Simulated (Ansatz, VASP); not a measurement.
## One calculation of In2S, two programs

INCAR

```
SYSTEM = In2S
ALGO = Normal
EDIFF = 1E-6
EDIFFG = -0.01
ENCUT = 600
GGA = PE
IBRION = 2
ISIF = 3
ISMEAR = 0
LASPH = .True.
LCHARG = .False.
LREAL = .False.
LWAVE = .False.
NELM = 60
NSW = 100
PREC = Accurate
SIGMA = 0.1
```

The input KPOINTS:

```
k-points
0
Gamma
  12 12 10
  0 0 0
```

Contents of POSCAR:

```
In2S
1.0
    3.9898927537      0.0000000000      0.0000000000
    0.0000000000      3.9898927537      0.0000000000
    0.0000000000      0.0000000000      5.4135164343
In S
2 1
Direct
    0.5000000000      0.0000000000      0.6613497036
    0.0000000000      0.5000000000      0.3386502964
    0.0000000000      0.0000000000      0.0000000000
```

Input for Ansatz:

```yaml
crystal:
  lattice:
    - [3.9898927537, 0.0, 0.0]
    - [0.0, 3.9898927537, 0.0]
    - [0.0, 0.0, 5.4135164343]
  atoms:
    - { symbol: In, position: [0.5, 0.0, 0.6613497036] }
    - { symbol: In, position: [0.0, 0.5, 0.3386502964] }
    - { symbol: S, position: [0.0, 0.0, 0.0] }
basis:
  ecutwfc: 420
kpoints:
  mp_grid: { grid: [12, 12, 10] }
hamiltonian:
  xc: pbe
scf:
  occupations: { method: gaussian, width: 0.1 }
output:
  forces: true
  stress: true
  eigenvalues: true
  write_density: true
  write_potential: true
  elf: true
  volumetric_format: npy
relax:
  adjacent_minimum: "off"
  f_tol: 0.01
  max_steps: 80
  cell: { stress_tol: 0.05 }
```

Change from the starting cell: ordered vacancies on the anion sites of zinc blende (P-4m2, No. 115).

Alike in both runs: task relaxation of cell and atoms; functional PBE; k mesh 12 × 12 × 10; occupations gaussian, width 0.1 eV; no spin polarisation.

|  | VASP | Ansatz |
| --- | --- | --- |
| version | VASP 6.6.1 | Ansatz 0.2.0 |
| potentials or method | VASP PAW PBE potentials, release 64 (In_d, S), cutoff 600 eV | scalar-relativistic, plane waves, PAW |
| valence electrons in the cell | 32 | 32 |

|  | VASP | Ansatz | Ansatz less VASP |
| --- | --- | --- | --- |
| gap on the k mesh at the Fermi level, each at its own relaxed structure (eV) | none | none | - |
| relaxed volume (Å³/atom) | 28.17 | 28.17 | -0.006 |
| relaxed cell length with the largest relative difference (Å) | 5.432 | 5.435 | +0.0026 |

A gap of «none» marks a metal or a gap that the smearing closes.
